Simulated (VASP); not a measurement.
# WS2 in VASP: single point with PBE

Aim: the single point of WS2 with PBE.

All numbers are computed with VASP 6.6.1; they aren't measurements. Logs are shortened: lines on timing, memory, paths and dates and some standing lists are left out, and cuts for length are marked.

**1. The cell of the first run**

The cell holds a slab with vacuum, 12 atoms: a = 3.156 Å, b = 3.156 Å, c = 62.764 Å, α = 90.00°, β = 90.00°, γ = 120.00°.

**2. Single point, PBE**

INCAR reads:

```
PREC = Accurate
ENCUT = 400
EDIFF = 1E-6
ISMEAR = 0
SIGMA = 0.02
LREAL = F
LASPH = T
NELM = 120
ALGO = Normal
ISIF = 2
LWAVE = F
LCHARG = F
LDIPOL = T
IDIPOL = 3
DIPOL = 0.5 0.5 0.500
GGA = PE
NBANDS = 64
GGA_COMPAT = F
NELMDL = -8
```

KPOINTS reads:

```
Automatic mesh
0
Gamma
  12 12 1
```

POSCAR reads:

```
WS2
1.0
    3.1556636460      0.0000000000      0.0000000000
   -1.5778318230      2.7328848830      0.0000000000
    0.0000000000      0.0000000000     62.7644110220
S W
8 4
Direct
    0.3333333333      0.6666666667      0.3296629797
    0.3333333333      0.6666666667      0.3798813131
    0.6666666667      0.3333333333      0.4265434570
    0.6666666667      0.3333333333      0.4767089551
    0.3333333333      0.6666666667      0.5232910449
    0.3333333333      0.6666666667      0.5734565430
    0.6666666667      0.3333333333      0.6201186869
    0.6666666667      0.3333333333      0.6703370203
    0.6666666667      0.3333333333      0.3547874299
    0.3333333333      0.6666666667      0.4516266441
    0.6666666667      0.3333333333      0.5483733559
    0.3333333333      0.6666666667      0.6452125701
```

Potentials or basis: VASP PAW PBE potentials, release 64 (S, W_sv).

On the command line:

```sh
$ cat potpaw_PBE.64/S/POTCAR potpaw_PBE.64/W_sv/POTCAR > POTCAR
$ mpirun -np 1 vasp_std > vasp.out
```

OUTCAR:

```text
PREC = Accurate
   ENCUT = 400
   EDIFF = 1E-6
   ISMEAR = 0
   LREAL = F
   LASPH = T
   NELM = 120
   ISIF = 2
   GGA = PE
   NELMDL = -8

 ion  position               nearest neighbor table
   1  0.333  0.667  0.330-   9 2.41   9 2.41   9 2.41
   2  0.333  0.667  0.380-   9 2.41   9 2.41   9 2.41
   3  0.667  0.333  0.427-  10 2.41  10 2.41  10 2.41
   4  0.667  0.333  0.477-  10 2.41  10 2.41  10 2.41
   5  0.333  0.667  0.523-  11 2.41  11 2.41  11 2.41
   6  0.333  0.667  0.573-  11 2.41  11 2.41  11 2.41
   7  0.667  0.333  0.620-  12 2.41  12 2.41  12 2.41
   8  0.667  0.333  0.670-  12 2.41  12 2.41  12 2.41
   9  0.667  0.333  0.355-   2 2.41   2 2.41   2 2.41   1 2.41   1 2.41   1 2.41
  10  0.333  0.667  0.452-   4 2.41   4 2.41   4 2.41   3 2.41   3 2.41   3 2.41
  11  0.667  0.333  0.548-   5 2.41   5 2.41   5 2.41   6 2.41   6 2.41   6 2.41
  12  0.333  0.667  0.645-   7 2.41   7 2.41   7 2.41   8 2.41   8 2.41   8 2.41

  LATTYP: Found a hexagonal cell.
 ALAT       =     3.1556636460
 C/A-ratio  =    19.8894489600

  Lattice vectors:

 A1 = (   3.1556636460,   0.0000000000,   0.0000000000)
 A2 = (  -1.5778318230,   2.7328848830,   0.0000000000)
 A3 = (   0.0000000000,   0.0000000000,  62.7644110220)

Analysis of symmetry for initial positions (statically):
=====================================================================
 Subroutine PRICEL returns:
 Original cell was already a primitive cell.

 Routine SETGRP: Setting up the symmetry group for a
 hexagonal supercell.

 Subroutine GETGRP returns: Found 12 space group operations
 (whereof 12 operations were pure point group operations)
 out of a pool of 24 trial point group operations.

The static configuration has the point symmetry D_3d.

Analysis of symmetry for dynamics (positions and initial velocities):
=====================================================================
 Subroutine PRICEL returns:
 Original cell was already a primitive cell.

 Routine SETGRP: Setting up the symmetry group for a
 hexagonal supercell.

 Subroutine GETGRP returns: Found 12 space group operations
 (whereof 12 operations were pure point group operations)
 out of a pool of 24 trial point group operations.

The dynamic configuration has the point symmetry D_3d.

 Subroutine INISYM returns: Found 12 space group operations
 (whereof 12 operations are pure point group operations),
 and found     1 'primitive' translations

----------------------------------------------------------------------------------------

                                     Primitive cell

  volume of cell :     541.2844

  direct lattice vectors                    reciprocal lattice vectors
     3.155663646  0.000000000  0.000000000     0.316890554  0.182956846  0.000000000
    -1.577831823  2.732884883  0.000000000     0.000000000  0.365913693  0.000000000
     0.000000000  0.000000000 62.764411022     0.000000000  0.000000000  0.015932596

  length of vectors
     3.155663646  3.155663646 62.764411022     0.365913693  0.365913693  0.015932596

  position of ions in fractional coordinates (direct lattice)
     0.333333333  0.666666667  0.329662980
     0.333333333  0.666666667  0.379881313
     0.666666667  0.333333333  0.426543457
     0.666666667  0.333333333  0.476708955
     0.333333333  0.666666667  0.523291045
     0.333333333  0.666666667  0.573456543
     0.666666667  0.333333333  0.620118687
     0.666666667  0.333333333  0.670337020
     0.666666667  0.333333333  0.354787430
     0.333333333  0.666666667  0.451626644
     0.666666667  0.333333333  0.548373356
     0.333333333  0.666666667  0.645212570

  ion indices of the primitive-cell ions
   primitive index   ion index
                 1           1
                 2           2
                 3           3
                 4           4
                 5           5
                 6           6
                 7           7
                 8           8
                 9           9
                10          10
                11          11
                12          12

----------------------------------------------------------------------------------------

 KPOINTS: Automatic mesh

Automatic generation of k-mesh.
 Grid dimensions read from file:
 generate k-points for:   12   12    1

 Generating k-lattice:

  Cartesian coordinates                     Fractional coordinates (reciprocal lattice)
     0.026407546  0.015246404  0.000000000     0.083333333  0.000000000  0.000000000
     0.000000000  0.030492808  0.000000000     0.000000000  0.083333333  0.000000000
     0.000000000  0.000000000  0.015932596     0.000000000  0.000000000  1.000000000

  Length of vectors
     0.030492808  0.030492808  0.015932596

  Shift w.r.t. Gamma in fractional coordinates (k-lattice)
     0.000000000  0.000000000  0.000000000

 Subroutine IBZKPT returns following result:
 ===========================================

 Found     19 irreducible k-points:

 Following reciprocal coordinates:
            Coordinates               Weight
  0.000000  0.000000  0.000000      1.000000
  0.083333 -0.000000  0.000000      6.000000
  0.166667 -0.000000  0.000000      6.000000
  0.250000 -0.000000  0.000000      6.000000
  0.333333 -0.000000  0.000000      6.000000
  0.416667  0.000000  0.000000      6.000000
[... 11 lines left out ...]
  0.333333  0.250000  0.000000     12.000000
  0.333333  0.333333  0.000000      2.000000
   k-points           NKPTS =     19   k-points in BZ     NKDIM =     19   number of bands    NBANDS=     64
   number of dos      NEDOS =    301   number of ions     NIONS =     12
   total plane-waves  NPLWV = 241920
   dimension x,y,z NGX =    24 NGY =   24 NGZ =  420
   dimension x,y,z NGXF=    48 NGYF=   48 NGZF=  840
   ions per type =               8   4
   NGX,Y,Z   is equivalent  to a cutoff of  12.64, 12.64, 11.12 a.u.
   NGXF,Y,Z  is equivalent  to a cutoff of  25.29, 25.29, 22.25 a.u.
 SYSTEM =  unknown system
   PREC   = accura    normal or accurate (medium, high low for compatibility)
   ISTART =      0    job   : 0-new  1-cont  2-samecut
   ICHARG =      2    charge: 1-file 2-atom 10-const
   ISPIN  =      1    spin polarized calculation?
   LNONCOLLINEAR =      F non collinear calculations
   LSORBIT =      F    spin-orbit coupling
   LASPH  =      T    aspherical Exc in radial PAW
   ENCUT  =  400.0 eV  29.40 Ry    5.42 a.u.   5.15  5.15102.35*2*pi/ulx,y,z
   NELM   =    120;   NELMIN=  2; NELMDL= -8     # of ELM steps
   EDIFF  = 0.1E-05   stopping-criterion for ELM
   LREAL  =      F    real-space projection
   EDIFFG = 0.1E-04   stopping-criterion for IOM
   NSW    =      0    number of steps for IOM
   IBRION =     -1    ionic relax: 0-MD 1-quasi-New 2-CG
   NFREE  =      0    steps in history (QN), initial steepest desc. (CG)
   ISIF   =      2    stress and relaxation
   ISYM   =      2    0-nonsym 1-usesym 2-fastsym
   POTIM  = 0.5000    time-step for ionic-motion
   TEBEG  =    0.0;   TEEND  =   0.0 temperature during run
   PSTRESS=    0.0 pullay stress
   NELECT =     104.0000    total number of electrons
   NUPDOWN=      -1.0000    fix difference up-down
   EMIN   =  10.00;   EMAX   =-10.00  energy-range for DOS
   EFERMI =   0.00;   METHOD = LEGACY
   ISMEAR =     0;   SIGMA  =   0.02  broadening in eV -4-tet -1-fermi 0-gaus
   EFERMI_NEDOS =   21; number of points for ismear=-14 and -15
   IALGO  =     38    algorithm
   IMIX   =      4    mixing-type and parameters
     AMIX     =   0.40;   BMIX     =  1.00
     AMIX_MAG =   1.60;   BMIX_MAG =  1.00
  volume/ion in A,a.u.               =      45.11       304.40
  Fermi-wavevector in a.u.,A,eV,Ry     =   0.944664  1.785156 12.141708  0.892390
  Thomas-Fermi vector in A             =   2.072491
   LORBIT       =      0    0 simple, 1 ext, 2 COOP (PROOUT), +10 PAW based schemes
   GGA     = PE    functional components
   LHFCALC =     F    Hartree Fock is set to
   AEXX    =    0.0000 exact exchange contribution
   IVDW    =     0    specifies the selected vdW correction
   LEPSILON=     F    determine dielectric tensor
   LRPA    =     F    only Hartree local field effects (RPA)
 non-spin polarized calculation
 Gauss-broadening in eV      SIGMA  =   0.02
  energy-cutoff  :      400.00
  volume of cell :      541.28
 maximum number of plane-waves:      9881
 NGX is ok and might be reduce to    24
   NGX = 11   NGY = 11   NGZ =205

 dipolmoment           0.000000      0.000000     -0.000000 electrons x Angstroem

 number of electron     103.9999984 magnetization

 dipolmoment           0.000000      0.000000      0.000000 electrons x Angstroem

 Free energy of the ion-electron system (eV)
  ---------------------------------------------------
  ext. energy  EPLUGINS =         0.00000000
  ---------------------------------------------------
  free energy    TOTEN  =       -94.44115273 eV

  energy without entropy =      -94.44115273  energy(sigma->0) =      -94.44115273

 E-fermi :  -0.0151     XC(G=0):  -4.4961

 val. band max:       -0.1487370812   @ k =   0.0000   0.0000   0.0000
 cond. band min:       0.9079257497   @ k =   0.1667   0.1667   0.0000
 fundamental gap:      1.0566628309
 Fermi energy:        -0.0151225237

 k-point     1 :       0.0000    0.0000    0.0000
  band No.  band energies     occupation
      1     -74.7353      2.00000
      2     -74.7353      2.00000
      3     -74.7330      2.00000
      4     -74.7330      2.00000
      5     -38.9907      2.00000
      6     -38.9906      2.00000
[... 56 lines left out ...]
     63       2.3069      0.00000
     64       2.3113      0.00000

 k-point     2 :       0.0833   -0.0000    0.0000
  band No.  band energies     occupation
      1     -74.7341      2.00000
      2     -74.7340      2.00000
      3     -74.7317      2.00000
      4     -74.7317      2.00000
      5     -38.9862      2.00000
      6     -38.9862      2.00000
[... 56 lines left out ...]
     63       2.2440      0.00000
     64       2.3134      0.00000

 k-point     3 :       0.1667   -0.0000    0.0000
  band No.  band energies     occupation
      1     -74.7306      2.00000
      2     -74.7306      2.00000
      3     -74.7282      2.00000
      4     -74.7282      2.00000
      5     -38.9739      2.00000
      6     -38.9739      2.00000
[... 1061 lines left out ...]
     63       3.1725      0.00000
     64       3.2171      0.00000

 k-point    19 :       0.3333    0.3333    0.0000
  band No.  band energies     occupation
      1     -74.7140      2.00000
      2     -74.7140      2.00000
      3     -74.7117      2.00000
      4     -74.7117      2.00000
      5     -39.0844      2.00000
      6     -39.0844      2.00000
[... 56 lines left out ...]
     63       3.3087      0.00000
     64       3.3087      0.00000

------------------------ aborting loop because EDIFF is reached ----------------------------------------

 vacuum level on the upper side and lower side of the slab       (xc-potential included)        -0.005        -0.005

  FORCE on cell =-STRESS in cart. coord.  units (eV):
  Direction    XX          YY          ZZ          XY          YZ          ZX
  --------------------------------------------------------------------------------------
  -------------------------------------------------------------------------------------
  Total        4.9506424      4.9506424      4.3827036      0.0000000     -0.0000000      0.0000000
  in kB       14.6536779     14.6536779     12.9726045      0.0000000     -0.0000000      0.0000000
  external PRESSURE =      14.0933201 kB  Pullay stress =       0.0000000 kB

 VOLUME and BASIS-vectors are now :
 -----------------------------------------------------------------------------
  energy-cutoff  :      400.00
  volume of cell :      541.28
      direct lattice vectors                 reciprocal lattice vectors
     3.155663646  0.000000000  0.000000000     0.316890554  0.182956846  0.000000000
    -1.577831823  2.732884883  0.000000000     0.000000000  0.365913693  0.000000000
     0.000000000  0.000000000 62.764411022     0.000000000  0.000000000  0.015932596

 POSITION                                       TOTAL-FORCE (eV/Angst)
 -----------------------------------------------------------------------------------
     -0.00000      1.82192     20.69110        -0.000000     -0.000000     -0.118382
     -0.00000      1.82192     23.84303         0.000000      0.000000     -0.022363
      1.57783      0.91096     26.77175        -0.000000      0.000000      0.005874
      1.57783      0.91096     29.92036        -0.000000      0.000000     -0.008584
     -0.00000      1.82192     32.84405         0.000000      0.000000      0.008584
     -0.00000      1.82192     35.99266         0.000000      0.000000     -0.005874
      1.57783      0.91096     38.92138        -0.000000      0.000000      0.022363
      1.57783      0.91096     42.07331         0.000000     -0.000000      0.118382
      1.57783      0.91096     22.26802        -0.000000     -0.000000     -0.089840
     -0.00000      1.82192     28.34608        -0.000000     -0.000000     -0.002053
      1.57783      0.91096     34.41833         0.000000      0.000000      0.002053
     -0.00000      1.82192     40.49639         0.000000      0.000000      0.089840
 -----------------------------------------------------------------------------------
    total drift:                                0.000000     -0.000000      0.000000

  FREE ENERGIE OF THE ION-ELECTRON SYSTEM (eV)
  ---------------------------------------------------
  free  energy   TOTEN  =       -94.4411527338 eV

  energy  without entropy=      -94.4411527338  energy(sigma->0) =      -94.44115273

 vacuum level on the upper side and lower side of the slab         4.914         4.914
```

Run time: 17 min. Hardware: 1 thread of Intel Xeon Platinum 8375C at 2.90GHz (Ice Lake), shared host; peak memory 0.73 GiB.

What came out:

```
Free energy            : -94.4412 eV
Largest force          : 0.118 eV/Å
Band gap on the k mesh : 1.06 eV (least direct gap 1.85 eV)
```

Forces in eV/Å, atoms in the order of the input:
```
S    0.000  0.000 -0.118
S    0.000  0.000 -0.022
S    0.000  0.000  0.006
S    0.000  0.000 -0.009
S    0.000  0.000  0.009
S    0.000  0.000 -0.006
S    0.000  0.000  0.022
S    0.000  0.000  0.118
W    0.000  0.000 -0.090
W    0.000  0.000 -0.002
W    0.000  0.000  0.002
W    0.000  0.000  0.090
```

Caveat: spin-orbit coupling is left out, which moves the levels of the heavy elements.
